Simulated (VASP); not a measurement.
# GaO3 (P-6m2) in VASP: notebook, part 2 of 2

VASP 6.6.1.

## 5. Relaxation of cell and atoms, PBE, collinear spin, ferromagnetic start

The input, INCAR:

```
SYSTEM = GaO3
  PREC = Accurate
  ENCUT = 600
  EDIFF = 1E-6
  ISMEAR = 0
  SIGMA = 0.1
  LREAL = .FALSE.
  LASPH = .TRUE.
  NELM = 150
  ALGO = Normal
  ISIF = 3
  LWAVE = .FALSE.
  LCHARG = .FALSE.
  ISPIN = 2
  MAGMOM = 0 1 1 1
  LORBIT = 11
  GGA = PE
  IBRION = 2
  NSW = 90
  EDIFFG = -0.04
```

The input, KPOINTS:

```
Automatic mesh
0
G
  6 6 2
  0 0 0
```

The input, POSCAR:

```
GaO3
1.0
    2.4893083900      0.0000000000      0.0000000000
   -1.2446542000      2.1558043100      0.0000000000
    0.0000000000      0.0000000000      8.2634843600
Ga O
1 3
Direct
    0.6666666700      0.3333333300      0.0000000000
    0.6666666700      0.3333333300      0.5000000000
    0.3333333300      0.6666666700      0.2463857700
    0.3333333300      0.6666666700      0.7536142300
```

Run with:

```
> cat potpaw_PBE.64/Ga_d/POTCAR potpaw_PBE.64/O/POTCAR > POTCAR
> mpirun -np 1 vasp_std > vasp.out
```

Run time: 9.2 min. Hardware: 1 thread of Intel Xeon 6975P-C (Granite Rapids), shared host; peak memory 0.21 GiB.

The run converged. Its results:

```yaml
Free_energy: -17.5717 eV
Relaxed_volume: 11.45 Å³/atom
Relaxed_cell: a = 2.934 Å, b = 2.934 Å, c = 6.141 Å, α = 90.00°, β = 90.00°, γ = 120.00°
Space_group_after_relaxing_to_0.05_Å: P-6m2 (No. 187)
Energy_gained_by_relaxing: 1328.1 meV/atom
Ionic_steps: 26
Pressure_after_relaxing: -0.2 GPa
Largest_force_after_relaxing: 0.017 eV/Å
Net_moment: 2.16 μB per cell
Site_moments: Ga +0.01; O +1.62, +0.10 μB
Valence_electrons_inside_the_program's_atomic_spheres: Ga 11.62; O 4.52, 4.92
```

Forces on the atoms (eV/Å):
```
Ga   0.000  0.000  0.000
O    0.000  0.000  0.000
O    0.000  0.000 -0.017
O    0.000  0.000  0.017
```

Stress tensor (GPa, compression positive):
```
-0.39  0.00  0.00
 0.00 -0.39  0.00
 0.00  0.00  0.08
```

Step by step:
| step | energy change (eV) | largest force (eV/Å) | pressure (GPa) | volume (Å³) |
| --- | --- | --- | --- | --- |
| 1 | 0.0000 | 1.0152 | 6.19 | 44.35 |
| 2 | -0.5950 | 1.1298 | -0.66 | 47.03 |
| 3 | -2.2609 | 3.8690 | -15.86 | 51.58 |
| 4 | -3.5375 | 1.9442 | -26.95 | 58.37 |
| 5 | -3.4881 | 3.0666 | -22.29 | 55.72 |
| 6 | -3.6958 | 2.8498 | -22.76 | 55.76 |
| 7 | -4.0546 | 2.1762 | -23.62 | 55.70 |
| 8 | -4.0836 | 1.7855 | -23.73 | 55.63 |
| 9 | -4.3675 | 1.5643 | -21.61 | 53.94 |
| 10 | -4.9918 | 0.6247 | -12.61 | 49.07 |
| 11 | -4.9417 | 1.8383 | 18.80 | 40.24 |
| 12 | -5.1619 | 0.3033 | -3.65 | 45.18 |
| 13 | -5.1854 | 0.2838 | -0.79 | 44.32 |
| 14 | -5.2026 | 0.0222 | 0.05 | 44.11 |
| 15 | -5.2022 | 0.1004 | 0.86 | 43.90 |
| 16 | -5.2122 | 0.0369 | 0.79 | 43.93 |
| 17 | -5.2419 | 0.4539 | 0.79 | 44.03 |
| 18 | -5.2979 | 0.0522 | 0.46 | 44.20 |
| 19 | -5.3007 | 0.1935 | 0.38 | 44.24 |
| 20 | -5.3033 | 0.1407 | 0.45 | 44.38 |
| 21 | -5.3082 | 0.0240 | 0.76 | 44.79 |
| 22 | -5.3028 | 0.4205 | 1.63 | 45.62 |
| 23 | -5.3088 | 0.1154 | 0.98 | 44.99 |
| 24 | -5.3104 | 0.0758 | 0.55 | 45.23 |
| 25 | -5.3120 | 0.0153 | -0.40 | 45.80 |
| 26 | -5.3123 | 0.0165 | -0.23 | 45.79 |

Final structure:
```
Ga O
1.0
     2.93426    0.00000    0.00000
    -1.46713    2.54115    0.00000
     0.00000    0.00000    6.14112
Ga O
1 3
Direct
  0.66667 0.33333 0.00000
  0.66667 0.33333 0.50000
  0.33333 0.66667 0.17981
  0.33333 0.66667 0.82019
```

Levels at points of the mesh, in eV from the Fermi level:
Spin up:
```tsv
k point	band 13	band 14	band 15	band 16	band 17	band 18	band 19	band 20	band 21
(0.00, 0.00, 0.00)	-1.38	-1.38	-0.63	-0.63	-0.02	2.39	8.47	11.66	13.12
(0.50, 0.00, 0.00)	-2.89	-2.49	-2.24	-0.94	-0.08	5.90	6.78	11.61	13.52
(0.00, 0.00, 0.50)	-1.44	-1.44	-0.68	-0.59	-0.59	2.72	7.96	12.36	13.11
(0.50, 0.00, 0.50)	-3.01	-2.72	-2.72	-0.80	0.11	5.84	6.90	11.40	13.50
```
Spin down:
```
           k point  band 12  band 13  band 14  band 15  band 16  band 17
(0.00, 0.00, 0.00)    -1.33    -0.47    -0.47     1.04     1.04     1.36
(0.50, 0.00, 0.00)    -2.65    -0.80    -0.77    -0.26     0.64     0.92
(0.00, 0.00, 0.50)    -0.52    -0.52    -0.39    -0.23     1.06     1.06
(0.50, 0.00, 0.50)    -2.60    -1.70    -0.95     0.30     0.76     0.82
```

Caveat: the k points lie up to 0.51 Å⁻¹ apart in the final cell.

## 6. Relaxation of cell and atoms, PBE, collinear spin, ferromagnetic start

This run uses another cell than the first one, of 12.88 Å³/atom, 1.162 times its volume.

The input, INCAR:

```
SYSTEM = GaO3
ALGO = Normal
EDIFF = 1E-7
EDIFFG = -0.04
ENCUT = 600
GGA = PE
IBRION = 2
ISIF = 3
ISMEAR = 0
ISPIN = 2
LASPH = .TRUE.
LCHARG = .FALSE.
LORBIT = 11
LREAL = .FALSE.
LWAVE = .FALSE.
MAGMOM = 0 1.07 1.07 1.07
NELM = 150
NSW = 90
PREC = Accurate
SIGMA = 0.1
```

The input, KPOINTS:

```
k-points
0
G
  6 6 4
  0 0 0
```

The input, POSCAR:

```
GaO3
1.0
    2.9477573785      0.0000000000      0.0000000000
   -1.4738786893      2.5528327740      0.0000000000
    0.0000000000      0.0000000000      6.8453667504
Ga O
1 3
Direct
    0.6666666667      0.3333333333      0.0000000000
    0.6666666667      0.3333333333      0.5000000000
    0.3333333333      0.6666666667      0.1587142971
    0.3333333333      0.6666666667      0.8412857029
```

Potentials or basis: VASP PAW PBE potentials, release 64 (Ga_d, O).

Run with:

```
> cat potpaw_PBE.64/Ga_d/POTCAR potpaw_PBE.64/O/POTCAR > POTCAR
> mpirun -np 1 vasp_std > vasp.out
```

Run time: 54 s. Hardware: 1 thread of Intel Xeon 6975P-C (Granite Rapids), shared host; peak memory 0.22 GiB.

Results (log left out):

* Free energy: -17.6989 eV
* Relaxed volume: 12.91 Å³/atom
* Relaxed cell: a = 2.950 Å, b = 2.950 Å, c = 6.851 Å, α = 90.00°, β = 90.00°, γ = 120.00°
* Space group after relaxing (to 0.05 Å): P-6m2 (No. 187)
* Energy gained by relaxing: 0.1 meV/atom
* Ionic steps: 3
* Pressure after relaxing: -0.2 GPa
* Largest force after relaxing: 0.019 eV/Å
* Band gap on the k mesh: zero (filled and empty bands overlap)
* Net moment: 3.00 μB per cell
* Site moments: Ga -0.04; O +1.68, +0.43 μB
* Valence electrons inside the program's atomic spheres: Ga 11.62; O 4.51, 4.91

Forces in eV/Å, atoms in the order of the input:
```
Ga   0.000  0.000  0.000
O    0.000  0.000  0.000
O    0.000  0.000  0.019
O    0.000  0.000 -0.019
```

Stress tensor (GPa, compression positive):
```
-0.04  0.00  0.00
 0.00 -0.04  0.00
 0.00  0.00 -0.40
```

The path:
| step | energy change (eV) | largest force (eV/Å) | pressure (GPa) | volume (Å³) |
| --- | --- | --- | --- | --- |
| 1 | 0.0000 | 0.1245 | 0.36 | 51.51 |
| 2 | -0.0003 | 0.0490 | -0.50 | 51.73 |
| 3 | -0.0006 | 0.0192 | -0.16 | 51.64 |

Final structure:
```
CELL_PARAMETERS angstrom
2.95014 0.00000 0.00000
-1.47507 2.55490 0.00000
0.00000 0.00000 6.85147
ATOMIC_POSITIONS crystal
Ga 0.66667 0.33333 0.00000
O 0.66667 0.33333 0.50000
O 0.33333 0.66667 0.15924
O 0.33333 0.66667 0.84076
```

Levels at points of the mesh, in eV from the Fermi level:
Spin up:
```csv
k point,band 14,band 15,band 16,band 17,band 18,band 19,band 20,band 21
"(0.00, 0.00, 0.00)",-1.30,-0.62,-0.45,-0.45,2.29,8.22,10.23,13.29
"(0.50, 0.00, 0.00)",-2.68,-2.31,-0.74,-0.44,6.02,7.10,11.61,13.24
"(0.00, 0.00, 0.50)",-1.31,-1.01,-0.44,-0.44,2.45,7.78,11.19,13.29
"(0.50, 0.00, 0.50)",-2.57,-2.45,-0.71,-0.37,5.99,7.17,11.52,13.35
```
Spin down:
```
           k point  band 10  band 11  band 12  band 13  band 14  band 15  band 16  band 17  band 18  band 19
(0.00, 0.00, 0.00)    -0.93    -0.93    -0.82    -0.03    -0.03     1.18     1.18     1.72     2.87     8.56
(0.50, 0.00, 0.00)    -3.23    -2.87    -2.25    -0.84    -0.35     0.56     0.77     1.46     6.24     7.27
(0.00, 0.00, 0.50)    -0.93    -0.93    -0.04    -0.04     0.10     0.63     1.19     1.19     3.29     8.11
(0.50, 0.00, 0.50)    -3.16    -2.73    -2.24    -1.16    -0.39     0.67     0.80     1.46     6.19     7.37
```

Caveat: the k points lie up to 0.41 Å⁻¹ apart in the final cell.

## 7. Single point, PBE

The input, INCAR:

```
SYSTEM = GaO3
  PREC = Accurate
  ENCUT = 600
  EDIFF = 1E-6
  ISMEAR = 0
  SIGMA = 0.1
  LREAL = .False.
  LASPH = .True.
  NELM = 120
  ALGO = Normal
  ISIF = 2
  LWAVE = .False.
  LCHARG = .False.
  GGA = PE
  NBANDS = 24
  GGA_COMPAT = .False.
```

The input, KPOINTS:

```
regular mesh
0
Gamma
  6 6 2
  0 0 0
```

The input, POSCAR:

```
GaO3
1.0
    2.4893083900      0.0000000000      0.0000000000
   -1.2446542000      2.1558043100      0.0000000000
    0.0000000000      0.0000000000      8.2634843600
Ga O
1 3
Direct
    0.6666666700      0.3333333300      0.0000000000
    0.6666666700      0.3333333300      0.5000000000
    0.3333333300      0.6666666700      0.2463857700
    0.3333333300      0.6666666700      0.7536142300
```

Run with:

```
> cat potpaw_PBE.64/Ga_d/POTCAR potpaw_PBE.64/O/POTCAR > POTCAR
> mpirun -np 1 vasp_std > vasp.out
```

It took 17 s on 1 thread of Intel Xeon 6975P-C (Granite Rapids), shared host; peak memory 0.17 GiB.

The run converged. Its results:

| Property | Result |
| --- | --- |
| Free energy | -10.9110 eV |
| Pressure | -5.7 GPa |
| Largest force | 1.153 eV/Å |

Forces in eV/Å, atoms in the order of the input:
```
Ga   0.000  0.000  0.000
O    0.000  0.000  0.000
O    0.000  0.000 -1.153
O    0.000  0.000  1.153
```

Stress tensor (GPa, compression positive):
```
  5.93   0.00   0.00
  0.00   5.93   0.00
  0.00   0.00 -29.01
```

Levels at points of the mesh, in eV from the Fermi level:
```
           k point  band 12  band 13  band 14  band 15  band 16  band 17  band 18  band 19  band 20  band 21
(0.00, 0.00, 0.00)    -0.91     0.78     0.78     0.88     0.88     1.10     1.10     4.98    13.81    16.26
(0.50, 0.00, 0.00)    -2.87    -1.81    -0.53    -0.29    -0.22    -0.02     0.41     1.31     7.96    12.10
(0.00, 0.00, 0.50)     0.56     0.79     0.79     0.87     0.87     1.10     1.10     4.70    14.55    14.97
(0.50, 0.00, 0.50)    -3.37    -1.31    -1.09    -0.25    -0.08     0.26     0.43     1.12     7.97    12.10
```

Caveat: the k points lie up to 0.49 Å⁻¹ apart; an odd number of electrons without spin polarisation forces a metal; a magnetic or distorted state may lie lower.

## 8. Summary

```tsv
task	spin	cell	k mesh	cutoff (eV)	gap on the mesh (eV)	pressure (GPa)	moment (μB)	relaxed volume (Å³/atom)	largest force (eV/Å)
single point	collinear, ferromagnetic start	a = 2.489, b = 2.489, c = 8.263 Å, angles 90.0, 90.0, 120.0°, 4 atoms	6 × 6 × 2	520	none	6.3	4.89	-	1.02
single point	collinear, ferromagnetic start	a = 2.948, b = 2.948, c = 6.845 Å, angles 90.0, 90.0, 120.0°, 4 atoms	6 × 6 × 2	520	none	0.6	3.00	-	0.06
single point	collinear, ferromagnetic start	a = 2.945, b = 2.945, c = 6.841 Å, angles 90.0, 90.0, 120.0°, 4 atoms	6 × 6 × 4	520	none	0.5	3.00	-	0.08
relaxation of cell and atoms	collinear, ferromagnetic start	relaxed from a = 2.489, b = 2.489, c = 8.263 Å, angles 90.0, 90.0, 120.0°, 4 atoms	6 × 6 × 2	600	none	-0.2	2.16	11.45	0.02
relaxation of cell and atoms	collinear, ferromagnetic start	relaxed from a = 2.948, b = 2.948, c = 6.845 Å, angles 90.0, 90.0, 120.0°, 4 atoms	6 × 6 × 4	600	none	-0.2	3.00	12.91	0.02
single point	off	a = 2.489, b = 2.489, c = 8.263 Å, angles 90.0, 90.0, 120.0°, 4 atoms	6 × 6 × 2	600	none	-5.7	-	-	1.15
```

Alike in all rows: level PBE; potentials or basis VASP PAW PBE potentials, release 64 (Ga_d, O); smearing gaussian 0.1 eV.

Caveats: all runs use coarse meshes; forces of over 1 eV/Å act on the atoms, so gaps and moduli don't describe the material at rest (some runs); an odd number of electrons without spin polarisation forces a metal (some runs); a magnetic or distorted state may lie lower (some runs).

Total energies depend on the potentials used, so only differences within one code and one set of settings carry meaning.
